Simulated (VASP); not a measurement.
# P: single point with PBEsol

P:

```
CELL_PARAMETERS angstrom
1.62397 0.93760 3.53417
-1.62397 0.93760 3.53417
0.00000 -1.87520 3.53417
ATOMIC_POSITIONS crystal
P 0.22708 0.22708 0.22708
P 0.77292 0.77292 0.77292
```

This cell differs from its parent crystal: ratio of the length along z to the lengths across it x 1.2, volume and fractional coordinates fixed.

* Program: VASP 6.6.1
* Task: single point
* Functional: PBEsol
* Potentials or basis: VASP PAW PBE potentials, release 64 (P)
* Cutoff: 520 eV
* k mesh: 18 × 18 × 18
* Occupations: gaussian, width 0.15 eV
* Spin: no spin polarisation

```json
{
  "Pressure": "1.5 GPa",
  "Largest force": "0.507 eV/Å",
  "Band gap on the k mesh": "zero (band 5 reaches 10.27 eV, above the bottom of band 6 at 7.63 eV)"
}
```

Forces in eV/Å, atoms in the order of the input:
```
P    0.000  0.000 -0.507
P    0.000  0.000  0.507
```

Stress tensor (GPa, compression positive):
```
 4.80  0.00  0.00
 0.00  4.80  0.00
 0.00  0.00 -5.02
```

Levels at points of the mesh, in eV from the Fermi level:
```csv
k point,band 2,band 3,band 4,band 5,band 6,band 7,band 8,band 9
"(0.00, 0.00, 0.00)",-5.04,-4.41,-1.41,-1.41,2.89,3.29,3.29,7.12
"(0.50, 0.00, 0.00)",-11.21,-4.10,-3.15,-1.05,-0.30,0.33,1.68,6.26
"(0.50, 0.50, 0.00)",-9.91,-6.27,-5.38,-4.07,0.81,5.71,6.60,7.25
"(0.50, 0.50, 0.50)",-10.88,-1.32,-1.32,1.58,1.58,2.55,3.04,8.50
```

It took 100 s on 1 thread of Intel(R) Xeon(R) 6975P-C (Granite Rapids) (shared host), peak memory 0.29 GiB.

Caveat: the PAW data sets were made with another functional, which shifts forces and pressure a little.
